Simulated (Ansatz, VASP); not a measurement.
## GeCN2 in VASP and in Ansatz

Contents of INCAR:

```
SYSTEM = GeCN2
ALGO = Normal
EDIFF = 1E-6
ENCUT = 520
GGA = PS
ISIF = 2
ISMEAR = -1
LASPH = .True.
LCHARG = .False.
LREAL = .False.
LWAVE = .False.
NBANDS = 22
NELM = 80
PREC = Accurate
SIGMA = 0.05
```

KPOINTS

```
k-points
0
Gamma
  9 9 9
  0 0 0
```

Contents of POSCAR:

```
GeCN2
1.0
    1.8056701223      1.0425041312      4.9545539055
   -1.8056701223      1.0425041312      4.9545539055
    0.0000000000     -2.0850082624      4.9545539055
Ge N C
1 2 1
Direct
    0.0000000000      0.0000000000      0.0000000000
    0.5839044000      0.5839044000      0.5839044000
    0.4160956000      0.4160956000      0.4160956000
    0.5000000000      0.5000000000      0.5000000000
```

input.yaml

```yaml
crystal:
  lattice:
    - [1.8056701223, 1.0425041312, 4.9545539055]
    - [-1.8056701223, 1.0425041312, 4.9545539055]
    - [0.0, -2.0850082624, 4.9545539055]
  atoms:
    - { symbol: Ge, position: [0.0, 0.0, 0.0] }
    - { symbol: "N", position: [0.5839044, 0.5839044, 0.5839044] }
    - { symbol: "N", position: [0.4160956, 0.4160956, 0.4160956] }
    - { symbol: C, position: [0.5, 0.5, 0.5] }
hamiltonian:
  xc: pbesol
  pseudopotentials: { kind: paw }
kpoints:
  mp_grid: { grid: [9, 9, 9] }
scf:
  occupations: { method: fermi_dirac, width: 0.05 }
output:
  forces: true
  stress: true
  eigenvalues: true
```

Alike in both runs: task single point; functional PBEsol; k mesh 9 × 9 × 9; occupations fermi-dirac, width 0.05 eV; no spin polarisation.

|  | VASP | Ansatz |
| --- | --- | --- |
| version | VASP 6.6.1 | Ansatz 0.2.0 |
| potentials or method | VASP PAW PBE potentials, release 64 (Ge_d, N, C) | Ansatz PAW |
| plane-wave cutoff (eV) | 520 | 420 |
| valence electrons in the cell | 28 | 28 |

```tsv
	VASP	Ansatz	Ansatz less VASP
gap on the k mesh at the Fermi level (eV)	1.05	1.05	+0.002
least direct gap on the mesh (eV)	1.89	1.90	+0.015
pressure (GPa)	-5.5	-5.7	-0.15
traceless stress, the component that is largest in VASP (GPa)	-2.52	-3.14	-0.614
rms of the force components (eV/Å)	0.151	0.198	+0.0468
```

VASP's potentials were made for PBE, not for PBEsol. Atom by atom the forces differ by 0.047 eV/Å (rms over components).

Noted on VASP's run: the standard files for N, O and F lose accuracy on very short bonds. Noted on Ansatz's run: odd divisions of the mesh miss points on the zone boundary, where band edges often lie, so the gap on the mesh can be too wide.
